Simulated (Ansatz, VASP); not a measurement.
**Al2Cu in VASP and in Ansatz**

Contents of INCAR:

```
  ALGO = Fast
  EDIFF = 1E-6
  ENCUT = 520
  GGA = PE
  ISIF = 2
  ISMEAR = 0
  LASPH = True
  LCHARG = False
  LREAL = False
  LWAVE = False
  NBANDS = 16
  NELM = 80
  PREC = Accurate
  SIGMA = 0.15
```

Contents of KPOINTS:

```
k-points
0
Gamma
  14 14 14
```

POSCAR

```
Al2Cu
1.0
   -2.1877176703      2.1877176703      2.8432000000
    2.1877176703     -2.1877176703      2.8432000000
    2.1877176703      2.1877176703     -2.8432000000
Al Cu
2 1
Direct
    0.7500000000      0.2500000000      0.5000000000
    0.2500000000      0.7500000000      0.5000000000
    0.5000000000      0.5000000000      0.0000000000
```

Input for Ansatz:

```yaml
crystal:
  lattice:
    - [-2.1877176703, 2.1877176703, 2.8432]
    - [2.1877176703, -2.1877176703, 2.8432]
    - [2.1877176703, 2.1877176703, -2.8432]
  atoms:
    - { symbol: Al, position: [0.75, 0.25, 0.5] }
    - { symbol: Al, position: [0.25, 0.75, 0.5] }
    - { symbol: Cu, position: [0.5, 0.5, 0.0] }
basis:
  ecutwfc: 520.0
kpoints:
  mp_grid: { grid: [14, 14, 14] }
hamiltonian:
  xc: pbe
  pseudopotentials: { kind: paw, azcp: { folder: soft_1 } }
scf:
  occupations: { method: gaussian, width: 0.15 }
output:
  forces: true
  stress: true
  eigenvalues: true
```

Alike in both runs: task single point; functional PBE; k mesh 14 × 14 × 14; occupations gaussian, width 0.15 eV; no spin polarisation.

|  | VASP | Ansatz |
| --- | --- | --- |
| version | VASP 6.6.1 | Ansatz 0.2.0 |
| potentials or method | VASP PAW PBE potentials, release 64 (Al, Cu), cutoff 520 eV | scalar-relativistic, plane waves, PAW |
| valence electrons in the cell | 17 | 25 |

Ansatz gave:

```
gap on the k mesh at the Fermi level (eV)                     : none
pressure (GPa)                                                : -8.1
traceless stress, the component that is largest in VASP (GPa) : 3.86
```

Task: Which values does VASP return?

Result: gap on the k mesh at the Fermi level (eV): none; pressure (GPa): -7.7; traceless stress, the component that is largest in VASP (GPa): 3.78.

A gap of «none» marks a metal or a gap that the smearing closes. With one functional, cell and mesh, what is left measures potentials, basis and numerics. VASP's potentials hold 17 valence electrons a cell and Ansatz's 25, so a difference there can come from the potentials and not from the codes.
